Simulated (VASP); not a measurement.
# CuO (P1) in VASP: single point with PBE

Aim: the single point of CuO with PBE.

Everything below comes from runs of VASP 6.6.1. Logs are shortened: lines on timing, memory, paths and dates and some standing lists are left out, and cuts for length are marked.

### Step 1. The cell of the first run

The typed cell holds 4 atoms: a = 2.949 Å, b = 2.949 Å, c = 5.151 Å, α = 90.00°, β = 90.00°, γ = 90.16°.

### Step 2. Single point, PBE (atom 3 (O) moved -0.120 Å towards its neighbour atom 1 (Cu) at 1.958 Å)

The input, INCAR:

```
  PREC = Accurate
  ENCUT = 520
  EDIFF = 1E-7
  ISMEAR = 0
  SIGMA = 0.15
  LREAL = F
  LASPH = T
  NELM = 60
  ALGO = Normal
  ISIF = 2
  LWAVE = F
  LCHARG = F
  GGA = PE
  NBANDS = 25
```

The input, KPOINTS:

```
Automatic mesh
0
Gamma
  16 16 10
```

The input, POSCAR:

```
CuO
1.0
    2.0821496890     -2.0879424390      0.0000000000
    2.0821496890      2.0879424390      0.0000000000
    0.0000000000      0.0000000000      5.1512621043
Cu O
2 2
Direct
    0.0000000000      0.5000000000      0.0000000000
    0.5000000000      0.0000000000      0.5000000000
    0.5306498400      0.5000000000      0.2653249200
    0.5000000000      0.5000000000      0.7500000000
```

Potentials or basis: VASP PAW PBE potentials, release 64 (Cu, O).

Run with:

```
$ cat potpaw_PBE.64/Cu/POTCAR potpaw_PBE.64/O/POTCAR > POTCAR
$ mpirun -np 1 vasp_std > vasp.out
```

OUTCAR:

```text
PREC = Accurate
   ENCUT = 520
   EDIFF = 1E-7
   ISMEAR = 0
   LREAL = F
   LASPH = T
   NELM = 60
   ISIF = 2
   GGA = PE

 ion  position               nearest neighbor table
   1  0.000  0.500  0.000-   3 1.95   4 1.96   4 1.96   3 2.08
   2  0.500  0.000  0.500-   3 1.91   3 1.91   4 1.96   4 1.96
   3  0.531  0.500  0.265-   2 1.91   2 1.91   1 1.95   1 2.08
   4  0.500  0.500  0.750-   1 1.96   2 1.96   2 1.96   1 1.96

  LATTYP: Found a base centered orthorhombic cell.
 ALAT       =     4.1642993780
 B/A-ratio  =     1.0027821006
 C/A-ratio  =     1.2370057089

  Lattice vectors:

 A1 = (   2.0821496890,  -2.0879424390,   0.0000000000)
 A2 = (   2.0821496890,   2.0879424390,   0.0000000000)
 A3 = (   0.0000000000,   0.0000000000,   5.1512621043)

Analysis of symmetry for initial positions (statically):
=====================================================================
 Subroutine PRICEL returns:
 Original cell was already a primitive cell.

 Routine SETGRP: Setting up the symmetry group for a
 base centered orthorhombic supercell.

 Subroutine GETGRP returns: Found  1 space group operations
 (whereof  1 operations were pure point group operations)
 out of a pool of  8 trial point group operations.

The static configuration has the point symmetry C_1 .

Analysis of symmetry for dynamics (positions and initial velocities):
=====================================================================
 Subroutine PRICEL returns:
 Original cell was already a primitive cell.

 Routine SETGRP: Setting up the symmetry group for a
 base centered orthorhombic supercell.

 Subroutine GETGRP returns: Found  1 space group operations
 (whereof  1 operations were pure point group operations)
 out of a pool of  8 trial point group operations.

The dynamic configuration has the point symmetry C_1 .

 Subroutine INISYM returns: Found  1 space group operations
 (whereof  1 operations are pure point group operations),
 and found     1 'primitive' translations

----------------------------------------------------------------------------------------

                                     Primitive cell

  volume of cell :      44.7893

  direct lattice vectors                    reciprocal lattice vectors
     2.082149689 -2.087942439  0.000000000     0.240136433 -0.239470203  0.000000000
     2.082149689  2.087942439  0.000000000     0.240136433  0.239470203  0.000000000
     0.000000000  0.000000000  5.151262104     0.000000000  0.000000000  0.194127183

  length of vectors
     2.948703267  2.948703267  5.151262104     0.339133432  0.339133432  0.194127183

  position of ions in fractional coordinates (direct lattice)
     1.000000000  0.500000000  0.000000000
     0.500000000  1.000000000  0.500000000
     0.530649840  0.500000000  0.265324920
     0.500000000  0.500000000  0.750000000

  ion indices of the primitive-cell ions
   primitive index   ion index
                 1           1
                 2           2
                 3           3
                 4           4

----------------------------------------------------------------------------------------

 KPOINTS: Automatic mesh

Automatic generation of k-mesh.
 Grid dimensions read from file:
 generate k-points for:   16   16   10

 Generating k-lattice:

  Cartesian coordinates                     Fractional coordinates (reciprocal lattice)
     0.015008527 -0.014966888  0.000000000     0.062500000 -0.000000000  0.000000000
     0.015008527  0.014966888  0.000000000    -0.000000000  0.062500000  0.000000000
     0.000000000  0.000000000  0.019412718     0.000000000  0.000000000  0.100000000

  Length of vectors
     0.021195840  0.021195840  0.019412718

  Shift w.r.t. Gamma in fractional coordinates (k-lattice)
     0.000000000  0.000000000  0.000000000

 Subroutine IBZKPT returns following result:
 ===========================================

 Found   1284 irreducible k-points:

 Following reciprocal coordinates:
            Coordinates               Weight
  0.000000  0.000000  0.000000      1.000000
  0.062500 -0.000000  0.000000      2.000000
 -0.000000  0.062500  0.000000      2.000000
  0.125000 -0.000000  0.000000      2.000000
 -0.000000  0.125000  0.000000      2.000000
  0.187500 -0.000000  0.000000      2.000000
[... 16 lines left out ...]
  0.250000  0.062500  0.000000      2.000000
  0.062500  0.250000  0.000000      2.000000
 [... further k-points ...]
   k-points           NKPTS =   1284   k-points in BZ     NKDIM =   1284   number of bands    NBANDS=     25
   number of dos      NEDOS =    301   number of ions     NIONS =      4
   total plane-waves  NPLWV =  23040
   dimension x,y,z NGX =    24 NGY =   24 NGZ =   40
   dimension x,y,z NGXF=    48 NGYF=   48 NGZF=   80
   ions per type =               2   2
   NGX,Y,Z   is equivalent  to a cutoff of  13.53, 13.53, 12.91 a.u.
   NGXF,Y,Z  is equivalent  to a cutoff of  27.06, 27.06, 25.82 a.u.
 SYSTEM =  unknown system
   PREC   = accura    normal or accurate (medium, high low for compatibility)
   ISTART =      0    job   : 0-new  1-cont  2-samecut
   ICHARG =      2    charge: 1-file 2-atom 10-const
   ISPIN  =      1    spin polarized calculation?
   LNONCOLLINEAR =      F non collinear calculations
   LSORBIT =      F    spin-orbit coupling
   LASPH  =      T    aspherical Exc in radial PAW
   ENCUT  =  520.0 eV  38.22 Ry    6.18 a.u.   5.48  5.48  9.58*2*pi/ulx,y,z
   NELM   =     60;   NELMIN=  2; NELMDL= -5     # of ELM steps
   EDIFF  = 0.1E-06   stopping-criterion for ELM
   LREAL  =      F    real-space projection
   EDIFFG = 0.1E-05   stopping-criterion for IOM
   NSW    =      0    number of steps for IOM
   IBRION =     -1    ionic relax: 0-MD 1-quasi-New 2-CG
   NFREE  =      0    steps in history (QN), initial steepest desc. (CG)
   ISIF   =      2    stress and relaxation
   ISYM   =      2    0-nonsym 1-usesym 2-fastsym
   POTIM  = 0.5000    time-step for ionic-motion
   TEBEG  =    0.0;   TEEND  =   0.0 temperature during run
   PSTRESS=    0.0 pullay stress
   NELECT =      34.0000    total number of electrons
   NUPDOWN=      -1.0000    fix difference up-down
   EMIN   =  10.00;   EMAX   =-10.00  energy-range for DOS
   EFERMI =   0.00;   METHOD = LEGACY
   ISMEAR =     0;   SIGMA  =   0.15  broadening in eV -4-tet -1-fermi 0-gaus
   EFERMI_NEDOS =   21; number of points for ismear=-14 and -15
   IALGO  =     38    algorithm
   IMIX   =      4    mixing-type and parameters
     AMIX     =   0.40;   BMIX     =  1.00
     AMIX_MAG =   1.60;   BMIX_MAG =  1.00
  volume/ion in A,a.u.               =      11.20        75.56
  Fermi-wavevector in a.u.,A,eV,Ry     =   1.493401  2.822119 30.344346  2.230246
  Thomas-Fermi vector in A             =   2.605806
   LORBIT       =      0    0 simple, 1 ext, 2 COOP (PROOUT), +10 PAW based schemes
   GGA     = PE    functional components
   LHFCALC =     F    Hartree Fock is set to
   AEXX    =    0.0000 exact exchange contribution
   IVDW    =     0    specifies the selected vdW correction
   LEPSILON=     F    determine dielectric tensor
   LRPA    =     F    only Hartree local field effects (RPA)
 non-spin polarized calculation
 Gauss-broadening in eV      SIGMA  =   0.15
  energy-cutoff  :      520.00
  volume of cell :       44.79
 maximum number of plane-waves:      1236
 NGX is ok and might be reduce to    24
   NGX = 11   NGY = 11   NGZ = 19

 number of electron      34.0000019 magnetization

 Free energy of the ion-electron system (eV)
  ---------------------------------------------------
  ext. energy  EPLUGINS =         0.00000000
  ---------------------------------------------------
  free energy    TOTEN  =       -19.68180991 eV

  energy without entropy =      -19.65673818  energy(sigma->0) =      -19.66927405

 E-fermi :   4.7609     XC(G=0): -11.2560

 val. band max:        4.7607648615   @ k =   0.3125  -0.0000   0.1000
 cond. band min:       4.7614041504   @ k =   0.4375   0.2500   0.4000
 fundamental gap:      0.0006392889
 Fermi energy:         4.7609077303

 k-point     1 :       0.0000    0.0000    0.0000
  band No.  band energies     occupation
      1     -14.9624      2.00000
      2     -13.6542      2.00000
      3      -3.2452      2.00000
      4      -0.8226      2.00000
      5      -0.4202      2.00000
      6       1.0214      2.00000
[... 17 lines left out ...]
     24      19.2585      0.00000
     25      19.3737      0.00000

 k-point     2 :       0.0625   -0.0000    0.0000
  band No.  band energies     occupation
      1     -14.9432      2.00000
      2     -13.6475      2.00000
      3      -3.2114      2.00000
      4      -0.8137      2.00000
      5      -0.4442      2.00000
      6       0.8059      2.00000
[... 17 lines left out ...]
     24      19.1562      0.00000
     25      19.4079      0.00000

 k-point     3 :      -0.0000    0.0625    0.0000
  band No.  band energies     occupation
      1     -14.9418      2.00000
      2     -13.6490      2.00000
      3      -3.2080      2.00000
      4      -0.8375      2.00000
      5      -0.4075      2.00000
      6       0.8057      2.00000
[... 17 lines left out ...]
     24      19.3593      0.00000
     25      19.4047      0.00000

 k-point     4 :       0.1250   -0.0000    0.0000
  band No.  band energies     occupation
      1     -14.8874      2.00000
      2     -13.6282      2.00000
      3      -3.1136      2.00000
      4      -0.7881      2.00000
      5      -0.5083      2.00000
      6       0.3236      2.00000
[... 17 lines left out ...]
     24      19.3086      0.00000
     25      19.4691      0.00000

 k-point     5 :      -0.0000    0.1250    0.0000
  band No.  band energies     occupation
      1     -14.8820      2.00000
      2     -13.6340      2.00000
      3      -3.0998      2.00000
      4      -0.8739      2.00000
      5      -0.3723      2.00000
      6       0.2719      2.00000
[... 17 lines left out ...]
     24      19.4615      0.00000
     25      19.5597      0.00000

 k-point     6 :       0.1875   -0.0000    0.0000
  band No.  band energies     occupation
      1     -14.8019      2.00000
      2     -13.5993      2.00000
      3      -2.9629      2.00000
      4      -0.7493      2.00000
      5      -0.6008      2.00000
      6      -0.2438      2.00000
[... 17 lines left out ...]
     24      19.4458      0.00000
     25      19.4815      0.00000
[... 393 lines left out ...]
 k-point    21 :       0.1875    0.0625    0.0000
  band No.  band energies     occupation
      1     -14.7815      2.00000
      2     -13.5944      2.00000
      3      -2.9251      2.00000
      4      -0.7689      2.00000
      5      -0.5813      2.00000
      6      -0.2427      2.00000
[... 17 lines left out ...]
     24      18.6622      0.00000
     25      19.5535      0.00000

 k-point    22 :       0.0625    0.1875    0.0000
  band No.  band energies     occupation
      1     -14.7712      2.00000
      2     -13.6052      2.00000
      3      -2.8976      2.00000
      4      -0.9063      2.00000
      5      -0.3629      2.00000
      6      -0.3125      2.00000
[... 17 lines left out ...]
     24      18.8246      0.00000
     25      19.6130      0.00000

 k-point    23 :       0.2500    0.0625    0.0000
  band No.  band energies     occupation
      1     -14.6780      2.00000
      2     -13.5603      2.00000
      3      -2.7402      2.00000
      4      -0.8836      2.00000
      5      -0.7192      2.00000
      6      -0.5890      2.00000
[... 17 lines left out ...]
     24      18.7677      0.00000
     25      19.3154      0.00000

 k-point    24 :       0.0625    0.2500    0.0000
  band No.  band energies     occupation
      1     -14.6599      2.00000
      2     -13.5788      2.00000
      3      -2.6891      2.00000
      4      -1.0184      2.00000
      5      -0.8389      2.00000
      6      -0.2791      2.00000
[... 17 lines left out ...]
     24      18.9085      0.00000
     25      19.3986      0.00000

 [... further k-points ...]

------------------------ aborting loop because EDIFF is reached ----------------------------------------

  FORCE on cell =-STRESS in cart. coord.  units (eV):
  Direction    XX          YY          ZZ          XY          YZ          ZX
  --------------------------------------------------------------------------------------
  -------------------------------------------------------------------------------------
  Total        0.2829950      0.2731265      0.5236101      0.2910692      0.2406554     -0.2431529
  in kB       10.1231411      9.7701281     18.7302888     10.4119659      8.6085909     -8.6979292
  external PRESSURE =      12.8745193 kB  Pullay stress =       0.0000000 kB

 VOLUME and BASIS-vectors are now :
 -----------------------------------------------------------------------------
  energy-cutoff  :      520.00
  volume of cell :       44.79
      direct lattice vectors                 reciprocal lattice vectors
     2.082149689 -2.087942439  0.000000000     0.240136433 -0.239470203  0.000000000
     2.082149689  2.087942439  0.000000000     0.240136433  0.239470203  0.000000000
     0.000000000  0.000000000  5.151262104     0.000000000  0.000000000  0.194127183

 POSITION                                       TOTAL-FORCE (eV/Angst)
 -----------------------------------------------------------------------------------
      1.04107      1.04397      0.00000         0.312123     -0.312819      0.291895
      1.04107     -1.04397      2.57563         0.124930     -0.127986      0.506001
      2.14597     -0.06400      1.36676        -0.301152      0.304210     -0.981241
      2.08215      0.00000      3.86345        -0.135900      0.136596      0.183345
 -----------------------------------------------------------------------------------
    total drift:                                0.000098     -0.000096     -0.000042

  FREE ENERGIE OF THE ION-ELECTRON SYSTEM (eV)
  ---------------------------------------------------
  free  energy   TOTEN  =       -19.6818099095 eV

  energy  without entropy=      -19.6567381820  energy(sigma->0) =      -19.66927405
```

Wall time 9.6 min (1 thread of Intel Xeon 6975P-C (Granite Rapids), shared host); peak memory 1.1 GiB.

Results:

- Free energy: -19.6818 eV
- Pressure: 1.3 GPa
- Largest force: 1.071 eV/Å
- Band gap on the k mesh: zero (bands 17 and 18 overlap by 1.05 eV)

Forces in eV/Å, atoms in the order of the input:
```
Cu   0.312 -0.313  0.292
Cu   0.125 -0.128  0.506
O   -0.301  0.304 -0.981
O   -0.136  0.137  0.183
```

Stress tensor (GPa, compression positive):
```
 1.01  1.04 -0.87
 1.04  0.98  0.86
-0.87  0.86  1.87
```

Levels at points of the mesh, in eV from the Fermi level:
```tsv
k point	band 14	band 15	band 16	band 17	band 18	band 19	band 20	band 21
(0.00, 0.00, 0.00)	-2.22	-2.21	-1.87	0.56	0.76	1.39	6.09	7.25
(0.50, 0.00, 0.00)	-1.87	-1.59	-1.54	0.22	0.58	3.89	5.66	6.42
(0.00, 0.50, 0.00)	-1.85	-1.55	-1.36	0.12	0.43	3.64	6.04	6.39
(0.50, 0.50, 0.00)	-2.19	-1.61	-1.27	-1.13	1.10	2.18	7.20	9.52
(0.00, 0.00, 0.50)	-2.23	-1.57	-1.46	-0.03	0.26	3.38	3.53	11.43
(0.50, 0.00, 0.50)	-2.27	-1.93	-1.85	-0.19	0.77	4.57	5.58	8.07
(0.00, 0.50, 0.50)	-2.36	-2.04	-1.78	-0.18	0.57	4.13	6.11	8.36
(0.50, 0.50, 0.50)	-1.83	-1.48	-1.36	-0.55	-0.49	4.01	4.03	10.01
```

Caveat: the cell differs from its parent crystal (atom 3 (O) moved -0.120 Å towards its neighbour atom 1 (Cu) at 1.958 Å); semilocal functionals often make such compounds metallic where correlation or magnetic order opens a gap, which also shifts bond lengths; forces of over 1 eV/Å act on the atoms, so gaps and moduli don't describe the material at rest.
